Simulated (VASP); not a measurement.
# Cu (Fm-3m) in VASP: further runs

The runs below take Cu through single point, relaxation of cell and atoms, with PBEsol.

All numbers are computed with VASP 6.6.1; they aren't measurements. Logs are shortened: lines on timing, memory, paths and dates and some standing lists are left out, and cuts for length are marked.

**1. The cell of the first run**

The structure is cubic, space group Fm-3m (No. 225). The conventional cell has a = 3.564 Å, b = 3.564 Å, c = 3.564 Å, α = 90.00°, β = 90.00°, γ = 90.00°. Cu (site symmetry m-3m) has 12 Cu at 2.52 Å within 3.3 Å.

**2. Single point, PBEsol**

File INCAR:

```
SYSTEM = Cu
ALGO = Normal
EDIFF = 1E-7
ENCUT = 520
GGA = PS
ISIF = 2
ISMEAR = -1
LASPH = .TRUE.
LCHARG = .FALSE.
LREAL = .FALSE.
LWAVE = .FALSE.
NBANDS = 12
NELM = 100
PREC = Accurate
SIGMA = 0.1
```

File KPOINTS:

```
k-points
0
G
  21 21 21
  0 0 0
```

File POSCAR:

```
Cu
1.0
    0.0000000000      1.7817812439      1.7817812439
    1.7817812439      0.0000000000      1.7817812439
    1.7817812439      1.7817812439      0.0000000000
Cu
1
Direct
    0.0000000000      0.0000000000      0.0000000000
```

Potentials or basis: VASP PAW PBE potentials, release 64 (Cu).

Command:

```
$ cat potpaw_PBE.64/Cu/POTCAR > POTCAR
$ mpirun -np 1 vasp_std > vasp.out
```

OUTCAR:

```text
SYSTEM = Cu
   EDIFF = 1E-7
   ENCUT = 520
   GGA = PS
   ISIF = 2
   ISMEAR = -1
   LASPH = .TRUE.
   LREAL = .FALSE.
   NELM = 100
   PREC = Accurate

 ion  position               nearest neighbor table
   1  0.000  0.000  0.000-

  LATTYP: Found a face centered cubic cell.
 ALAT       =     3.5635624878

  Lattice vectors:

 A1 = (   0.0000000000,   1.7817812439,   1.7817812439)
 A2 = (   1.7817812439,   0.0000000000,   1.7817812439)
 A3 = (   1.7817812439,   1.7817812439,   0.0000000000)

Analysis of symmetry for initial positions (statically):
=====================================================================
 Subroutine PRICEL returns:
 Original cell was already a primitive cell.

 Routine SETGRP: Setting up the symmetry group for a
 face centered cubic supercell.

 Subroutine GETGRP returns: Found 48 space group operations
[... 9 lines left out ...]

 Routine SETGRP: Setting up the symmetry group for a
 face centered cubic supercell.

 Subroutine GETGRP returns: Found 48 space group operations
[... 11 lines left out ...]
                                     Primitive cell

  volume of cell :      11.3134

  direct lattice vectors                    reciprocal lattice vectors
     0.000000000  1.781781244  1.781781244    -0.280618062  0.280618062  0.280618062
     1.781781244  0.000000000  1.781781244     0.280618062 -0.280618062  0.280618062
     1.781781244  1.781781244  0.000000000     0.280618062  0.280618062 -0.280618062

  length of vectors
     2.519819200  2.519819200  2.519819200     0.486044741  0.486044741  0.486044741

  position of ions in fractional coordinates (direct lattice)
     0.000000000  0.000000000  0.000000000

  ion indices of the primitive-cell ions
   primitive index   ion index
                 1           1

----------------------------------------------------------------------------------------

 KPOINTS: k-points

Automatic generation of k-mesh.
 Grid dimensions read from file:
 generate k-points for:   21   21   21

 Generating k-lattice:

  Cartesian coordinates                     Fractional coordinates (reciprocal lattice)
    -0.013362765  0.013362765  0.013362765     0.047619048  0.000000000  0.000000000
     0.013362765 -0.013362765  0.013362765     0.000000000  0.047619048  0.000000000
     0.013362765  0.013362765 -0.013362765     0.000000000  0.000000000  0.047619048

  Length of vectors
     0.023144988  0.023144988  0.023144988

  Shift w.r.t. Gamma in fractional coordinates (k-lattice)
     0.000000000  0.000000000  0.000000000

 Subroutine IBZKPT returns following result:
 ===========================================

 Found    286 irreducible k-points:

 Following reciprocal coordinates:
            Coordinates               Weight
  0.000000  0.000000  0.000000      1.000000
  0.047619  0.000000  0.000000      8.000000
  0.095238  0.000000  0.000000      8.000000
  0.142857  0.000000  0.000000      8.000000
  0.190476  0.000000  0.000000      8.000000
  0.238095  0.000000  0.000000      8.000000
[... 16 lines left out ...]
 -0.428571  0.047619  0.000000     24.000000
 -0.380952  0.047619  0.000000     24.000000
 [... further k-points ...]
   k-points           NKPTS =    286   k-points in BZ     NKDIM =    286   number of bands    NBANDS=     12
   number of dos      NEDOS =    301   number of ions     NIONS =      1
   total plane-waves  NPLWV =   8000
   dimension x,y,z NGX =    20 NGY =   20 NGZ =   20
   dimension x,y,z NGXF=    40 NGYF=   40 NGZF=   40
   ions per type =               1
   NGX,Y,Z   is equivalent  to a cutoff of  13.20, 13.20, 13.20 a.u.
   NGXF,Y,Z  is equivalent  to a cutoff of  26.39, 26.39, 26.39 a.u.
 SYSTEM =  Cu
   PREC   = accura    normal or accurate (medium, high low for compatibility)
   ISTART =      0    job   : 0-new  1-cont  2-samecut
   ICHARG =      2    charge: 1-file 2-atom 10-const
   ISPIN  =      1    spin polarized calculation?
   LNONCOLLINEAR =      F non collinear calculations
   LSORBIT =      F    spin-orbit coupling
   LASPH  =      T    aspherical Exc in radial PAW
   ENCUT  =  520.0 eV  38.22 Ry    6.18 a.u.   4.69  4.69  4.69*2*pi/ulx,y,z
   NELM   =    100;   NELMIN=  2; NELMDL= -5     # of ELM steps
   EDIFF  = 0.1E-06   stopping-criterion for ELM
   LREAL  =      F    real-space projection
   EDIFFG = 0.1E-05   stopping-criterion for IOM
   NSW    =      0    number of steps for IOM
   IBRION =     -1    ionic relax: 0-MD 1-quasi-New 2-CG
   NFREE  =      0    steps in history (QN), initial steepest desc. (CG)
   ISIF   =      2    stress and relaxation
   ISYM   =      2    0-nonsym 1-usesym 2-fastsym
   POTIM  = 0.5000    time-step for ionic-motion
   TEBEG  =    0.0;   TEEND  =   0.0 temperature during run
   PSTRESS=    0.0 pullay stress
   NELECT =      11.0000    total number of electrons
   NUPDOWN=      -1.0000    fix difference up-down
   EMIN   =  10.00;   EMAX   =-10.00  energy-range for DOS
   EFERMI =   0.00;   METHOD = LEGACY
[... 41 lines left out ...]
      1      -1.7791      2.00000
      2       4.7767      2.00000
      3       4.7767      2.00000
      4       4.7767      2.00000
      5       5.6657      2.00000
      6       5.6657      2.00000
      7      30.8699      0.00000
      8      33.8200      0.00000
      9      33.8200      0.00000
     10      33.8200      0.00000
     11      36.3375      0.00000
     12      36.3375      0.00000

 k-point     2 :       0.0476    0.0000    0.0000
  band No.  band energies     occupation
      1      -1.6937      2.00000
      2       4.7575      2.00000
      3       4.7937      2.00000
      4       4.7937      2.00000
      5       5.6587      2.00000
      6       5.6587      2.00000
      7      30.4660      0.00000
      8      32.5899      0.00000
      9      33.5347      0.00000
     10      33.5347      0.00000
     11      36.7401      0.00000
     12      36.7401      0.00000

 k-point     3 :       0.0952    0.0000    0.0000
  band No.  band energies     occupation
      1      -1.4399      2.00000
      2       4.7038      2.00000
      3       4.8397      2.00000
      4       4.8397      2.00000
      5       5.6425      2.00000
      6       5.6425      2.00000
      7      28.6981      0.00000
      8      31.7750      0.00000
      9      32.9691      0.00000
     10      32.9691      0.00000
     11      37.6282      0.00000
     12      37.6282      0.00000

 k-point     4 :       0.1429    0.0000    0.0000
  band No.  band energies     occupation
      1      -1.0245      2.00000
      2       4.6275      2.00000
      3       4.8988      2.00000
      4       4.8988      2.00000
      5       5.6321      2.00000
      6       5.6321      2.00000
      7      26.2541      0.00000
      8      31.5050      0.00000
      9      32.3926      0.00000
     10      32.3926      0.00000
     11      38.1835      0.00000
     12      38.5298      0.00000

 k-point     5 :       0.1905    0.0000    0.0000
  band No.  band energies     occupation
      1      -0.4620      2.00000
      2       4.5489      2.00000
      3       4.9439      2.00000
      4       4.9439      2.00000
      5       5.6525      2.00000
      6       5.6525      2.00000
      7      23.7511      0.00000
      8      31.2403      0.00000
      9      31.8853      0.00000
     10      31.8853      0.00000
     11      38.1764      0.00000
     12      38.4459      0.00000
[... 228 lines left out ...]
      1       2.6139      2.00000
      2       4.7178      2.00000
      3       4.7813      2.00000
      4       5.8159      2.00000
      5       6.2707      2.00000
      6       6.9791      1.99990
      7      12.3540      0.00000
      8      28.8302      0.00000
      9      29.7217      0.00000
     10      30.1825      0.00000
     11      34.5276      0.00000
     12      34.6646      0.00000

 k-point    22 :      -0.4762    0.0476    0.0000
  band No.  band energies     occupation
      1       2.6458      2.00000
      2       4.7129      2.00000
      3       4.7703      2.00000
      4       5.9103      2.00000
      5       6.2621      2.00000
      6       7.2082      1.99902
      7      11.9362      0.00000
      8      28.6016      0.00000
      9      29.9953      0.00000
     10      30.1179      0.00000
     11      34.2171      0.00000
     12      34.7148      0.00000

 k-point    23 :      -0.4286    0.0476    0.0000
  band No.  band energies     occupation
      1       2.5799      2.00000
      2       4.7328      2.00000
      3       4.7824      2.00000
      4       5.7601      2.00000
      5       6.1996      2.00000
      6       6.8340      1.99998
      7      12.7312      0.00000
      8      28.4133      0.00000
      9      30.0586      0.00000
     10      30.6649      0.00000
     11      33.9453      0.00000
     12      35.0345      0.00000

 k-point    24 :      -0.3810    0.0476    0.0000
  band No.  band energies     occupation
      1       2.3709      2.00000
      2       4.7741      2.00000
      3       4.8164      2.00000
      4       5.3014      2.00000
      5       6.0904      2.00000
      6       6.4340      2.00000
      7      14.2718      0.00000
      8      28.3129      0.00000
      9      30.3208      0.00000
     10      31.3234      0.00000
     11      33.8816      0.00000
     12      35.4606      0.00000

 [... further k-points ...]
[... 5 lines left out ...]
  --------------------------------------------------------------------------------------
  -------------------------------------------------------------------------------------
  Total        0.0488101      0.0488101      0.0488101     -0.0000000     -0.0000000     -0.0000000
  in kB        6.9123774      6.9123774      6.9123774     -0.0000000     -0.0000000     -0.0000000
  external PRESSURE =       6.9123774 kB  Pullay stress =       0.0000000 kB

 VOLUME and BASIS-vectors are now :
 -----------------------------------------------------------------------------
  energy-cutoff  :      520.00
  volume of cell :       11.31
      direct lattice vectors                 reciprocal lattice vectors
     0.000000000  1.781781244  1.781781244    -0.280618062  0.280618062  0.280618062
     1.781781244  0.000000000  1.781781244     0.280618062 -0.280618062  0.280618062
     1.781781244  1.781781244  0.000000000     0.280618062  0.280618062 -0.280618062

 POSITION                                       TOTAL-FORCE (eV/Angst)
 -----------------------------------------------------------------------------------
      0.00000      0.00000      0.00000        -0.000000      0.000000     -0.000000
 -----------------------------------------------------------------------------------
    total drift:                                0.000000      0.000000      0.000000

  FREE ENERGIE OF THE ION-ELECTRON SYSTEM (eV)
  ---------------------------------------------------
  free  energy   TOTEN  =        -4.3126659441 eV

  energy  without entropy=       -4.3021142010  energy(sigma->0) =       -4.30739007
```

It took 14 s on 1 thread of Intel Xeon 6975P-C (Granite Rapids), shared host; peak memory 0.15 GiB.

What came out:

```
Free energy : -4.3127 eV
Pressure    : 0.7 GPa
```

Levels at points of the mesh, in eV from the Fermi level:
```
           k point  band 2  band 3  band 4  band 5  band 6  band 7  band 8  band 9  band 10  band 11
(0.00, 0.00, 0.00)   -3.19   -3.19   -3.19   -2.30   -2.30   22.90   25.85   25.85    25.85    28.37
```

Caveat: the PAW data sets were made with another functional, which shifts forces and pressure a little.

**3. Single point, PBEsol**

This run uses another cell than the first one: it holds 2 atoms, not 1.

File INCAR:

```
ALGO     = Normal         # electronic algorithm
EDIFF    = 1E-7           # SCF threshold, eV
ENCUT    = 520            # plane-wave cutoff, eV
GGA      = PS             # functional
ISIF     = 2              # what is computed and relaxed
ISMEAR   = -1             # smearing method
LASPH    = True           # aspherical terms in the spheres
LCHARG   = False          # write CHGCAR
LREAL    = False          # projectors in reciprocal space
LWAVE    = False          # write WAVECAR
NBANDS   = 18             # bands
NELM     = 60             # most SCF steps
PREC     = Accurate       # precision mode
SIGMA    = 0.1            # smearing width, eV
```

File KPOINTS:

```
k-points
0
Gamma
  14 10 14
```

File POSCAR:

```
Cu
1.0
   -1.7817812439      1.7817812439      0.0000000000
    0.0000000000      0.0000000000      3.5635624878
    1.7817812439      1.7817812439      0.0000000000
Cu
2
Direct
    0.0000000000      0.0000000000      0.0000000000
    0.5000000000      0.5000000000      0.5000000000
```

Potentials or basis: VASP PAW PBE potentials, release 64 (Cu).

Command:

```
$ cat potpaw_PBE.64/Cu/POTCAR > POTCAR
$ mpirun -np 1 vasp_std > vasp.out
```

Wall time 29 s (1 thread of Intel Xeon 6975P-C (Granite Rapids), shared host); peak memory 0.18 GiB.

Results (log left out):

```
Free energy            : -8.6266 eV
Pressure               : 0.7 GPa
Band gap on the k mesh : zero (band 11 reaches 14.28 eV, above the bottom of band 12 at 5.96 eV)
```

Levels at points of the mesh, in eV from the Fermi level:
| k point | band 9 | band 10 | band 11 | band 12 | band 13 | band 14 |
| --- | --- | --- | --- | --- | --- | --- |
| (0.00, 0.00, 0.00) | -1.69 | -1.52 | -1.52 | 1.42 | 7.40 | 13.36 |
| (0.50, 0.00, 0.00) | -2.29 | -2.29 | -0.30 | -0.30 | 9.95 | 9.95 |
| (0.00, 0.50, 0.00) | -2.46 | -2.46 | -1.99 | -1.99 | 17.53 | 17.53 |
| (0.50, 0.50, 0.00) | -1.67 | -1.67 | -1.17 | -1.17 | 3.95 | 3.95 |
| (0.50, 0.00, 0.50) | -1.52 | -1.52 | 1.42 | 1.42 | 7.40 | 7.40 |
| (0.50, 0.50, 0.50) | -1.52 | -1.52 | 6.33 | 6.33 | 6.33 | 6.33 |

Caveat: the PAW data sets were made with another functional, which shifts forces and pressure a little.

**4. Single point, PBEsol**

This run uses another cell than the first one: it holds 2 atoms, not 1.

File INCAR:

```
SYSTEM = Cu
PREC = Accurate ; ENCUT = 520
EDIFF = 1E-6 ; ISMEAR = -1
SIGMA = 0.1 ; LREAL = .False.
LASPH = .True. ; NELM = 60
ALGO = Normal ; ISIF = 2
LWAVE = .False. ; LCHARG = .True.
GGA = PS ; LELF = .True.
LVHAR = .True. ; NBANDS = 18
```

File KPOINTS:

```
Automatic mesh
0
Gamma
  14 10 14
  0 0 0
```

POSCAR is that of step 3.

Command:

```
$ cat potpaw_PBE.64/Cu/POTCAR > POTCAR
$ mpirun -np 1 vasp_std > vasp.out
```

It took 27 s on 1 thread of Intel Xeon 6975P-C (Granite Rapids), shared host; peak memory 0.18 GiB.

The run converged. Its results:

- Free energy: -8.6266 eV
- Pressure: 0.7 GPa
- Band gap on the k mesh: zero (band 11 reaches 14.28 eV, above the bottom of band 12 at 5.96 eV)

Levels at points of the mesh, in eV from the Fermi level:
| k point | band 8 | band 9 | band 10 | band 11 | band 12 | band 13 | band 14 | band 15 |
| --- | --- | --- | --- | --- | --- | --- | --- | --- |
| (0.00, 0.00, 0.00) | -2.28 | -1.69 | -1.52 | -1.52 | 1.42 | 7.40 | 13.36 | 13.36 |
| (0.50, 0.00, 0.00) | -2.63 | -2.29 | -2.29 | -0.30 | -0.30 | 9.95 | 9.95 | 11.23 |
| (0.00, 0.50, 0.00) | -2.46 | -2.46 | -2.46 | -1.99 | -1.99 | 17.53 | 17.53 | 17.53 |
| (0.50, 0.50, 0.00) | -1.67 | -1.67 | -1.67 | -1.17 | -1.17 | 3.95 | 3.95 | 21.39 |
| (0.50, 0.00, 0.50) | -1.52 | -1.52 | -1.52 | 1.42 | 1.42 | 7.40 | 7.40 | 13.36 |
| (0.50, 0.50, 0.50) | -2.33 | -1.52 | -1.52 | 6.33 | 6.33 | 6.33 | 6.33 | 8.49 |

Caveat: the PAW data sets were made with another functional, which shifts forces and pressure a little.

**5. Relaxation of cell and atoms, PBEsol**

File INCAR:

```
PREC     = Accurate       # precision mode
ENCUT    = 600            # plane-wave cutoff, eV
EDIFF    = 1E-6           # SCF threshold, eV
ISMEAR   = -1             # smearing method
SIGMA    = 0.1            # smearing width, eV
LREAL    = False          # projectors in reciprocal space
LASPH    = True           # aspherical terms in the spheres
NELM     = 100            # most SCF steps
ALGO     = Normal         # electronic algorithm
ISIF     = 3              # what is computed and relaxed
LWAVE    = False          # write WAVECAR
LCHARG   = False          # write CHGCAR
GGA      = PS             # functional
IBRION   = 2              # ionic algorithm
NSW      = 60             # ionic steps
EDIFFG   = -0.005         # ionic threshold
```

File KPOINTS:

```
Automatic mesh
0
Gamma
  21 21 21
```

File POSCAR:

```
Cu
1.0
    0.0000000000      1.7813926735      1.7813926735
    1.7813926735      0.0000000000      1.7813926735
    1.7813926735      1.7813926735      0.0000000000
Cu
1
Direct
    0.0000000000      0.0000000000      0.0000000000
```

Command:

```
$ cat potpaw_PBE.64/Cu/POTCAR > POTCAR
$ mpirun -np 1 vasp_std > vasp.out
```

Wall time 20 s (1 thread of Intel Xeon 6975P-C (Granite Rapids), shared host); peak memory 0.16 GiB.

Results (log left out):

```yaml
Free_energy: -4.3129 eV
Relaxed_volume: 11.36 Å³/atom
Relaxed_cell: a = 2.523 Å, b = 2.523 Å, c = 2.523 Å, α = 60.00°, β = 60.00°, γ = 60.00°
Space_group_after_relaxing_to_0.05_Å: Fm-3m (No. 225)
Energy_gained_by_relaxing: 0.2 meV/atom
Ionic_steps: 3
Pressure_after_relaxing: 0.0 GPa
```

The path:
| step | energy change (eV) | largest force (eV/Å) | pressure (GPa) | volume (Å³) |
| --- | --- | --- | --- | --- |
| 1 | 0.0000 | 0.0000 | 0.92 | 11.31 |
| 2 | -0.0001 | 0.0000 | -0.52 | 11.41 |
| 3 | -0.0002 | 0.0000 | 0.02 | 11.36 |

Final structure:
```xyz
1
Lattice="0.0000 1.7843 1.7843 1.7843 0.0000 1.7843 1.7843 1.7843 0.0000" Properties=species:S:1:pos:R:3 pbc="T T T"
Cu    0.0000    0.0000    0.0000
```

Levels at points of the mesh, in eV from the Fermi level:
```csv
k point,band 3,band 4,band 5,band 6,band 7,band 8,band 9
"(0.00, 0.00, 0.00)",-3.18,-3.18,-2.30,-2.30,22.87,25.78,25.78
```

Caveat: the PAW data sets were made with another functional, which shifts forces and pressure a little.

**6. Single point, PBEsol**

This run uses another cell than the first one: it holds 2 atoms, not 1.

File INCAR:

```
SYSTEM = Cu
  ALGO = Normal
  EDIFF = 1E-6
  ENCUT = 520
  GGA = PS
  ISIF = 2
  ISMEAR = -1
  ISYM = 0
  LASPH = .True.
  LCHARG = .True.
  LELF = .True.
  LREAL = .False.
  LVHAR = .True.
  LWAVE = .False.
  NBANDS = 18
  NELM = 60
  PREC = Accurate
  SIGMA = 0.1
```

File KPOINTS:

```
k-points
0
Gamma
  14 10 14
  0 0 0
```

File POSCAR:

```
Cu
1.0
   -1.7817812439      1.7817812439      0.0000000000
    0.0000000000      0.0000000000      3.5635624878
    1.7817812439      1.7817812439      0.0000000000
Cu
2
Direct
    0.0000000000      0.0000000000      0.0000000000
    0.5000000000      0.5000000000      0.5000000000
```

Potentials or basis: VASP PAW PBE potentials, release 64 (Cu).

Command:

```
$ cat potpaw_PBE.64/Cu/POTCAR > POTCAR
$ mpirun -np 1 vasp_std > vasp.out
```

Run time: 5.3 min. Hardware: 1 thread of Oxide Virtual Turin-like, shared host; peak memory 0.37 GiB.

The run converged. Its results:

- Free energy: -8.6266 eV
- Pressure: 0.9 GPa
- Band gap on the k mesh: zero (band 11 reaches 14.28 eV, above the bottom of band 12 at 5.96 eV)

Levels at points of the mesh, in eV from the Fermi level:
```tsv
k point	band 9	band 10	band 11	band 12	band 13	band 14
(0.00, 0.00, 0.00)	-1.69	-1.52	-1.52	1.42	7.40	13.36
(0.50, 0.00, 0.00)	-2.29	-2.29	-0.30	-0.30	9.95	9.95
(0.00, 0.00, 0.50)	-2.29	-2.29	-0.30	-0.30	9.95	9.95
(0.00, 0.50, 0.00)	-2.46	-2.46	-1.99	-1.99	17.53	17.53
(0.50, 0.50, 0.00)	-1.67	-1.67	-1.17	-1.17	3.95	3.95
(0.00, 0.50, 0.50)	-1.67	-1.67	-1.17	-1.17	3.95	3.95
(0.50, 0.00, 0.50)	-1.52	-1.52	1.42	1.42	7.40	7.40
(0.50, 0.50, 0.50)	-1.52	-1.52	6.33	6.33	6.33	6.33
```

Caveat: the PAW data sets were made with another functional, which shifts forces and pressure a little.

**7. Overview**

| task | cell | k mesh | cutoff (eV) | gap on the mesh (eV) | pressure (GPa) |
| --- | --- | --- | --- | --- | --- |
| single point | a = 2.520 Å, angles 60.0°, 1 atom | 21 × 21 × 21 | 520 | none | 0.7 |
| single point | a = 2.520, b = 3.564 Å, 2 atoms | 14 × 10 × 14 | 520 | none | 0.9 |
| relaxation of cell and atoms | relaxed from a = 2.519 Å, angles 60.0°, 1 atom | 21 × 21 × 21 | 600 | none | 0.0 |

Alike in all rows: level PBEsol; potentials or basis VASP PAW PBE potentials, release 64 (Cu); no spin polarisation; smearing fermi-dirac 0.1 eV.

Caveats: the PAW data sets were made with another functional, which shifts forces and pressure a little.

Total energies depend on the potentials used, so only differences within one code and one set of settings carry meaning.
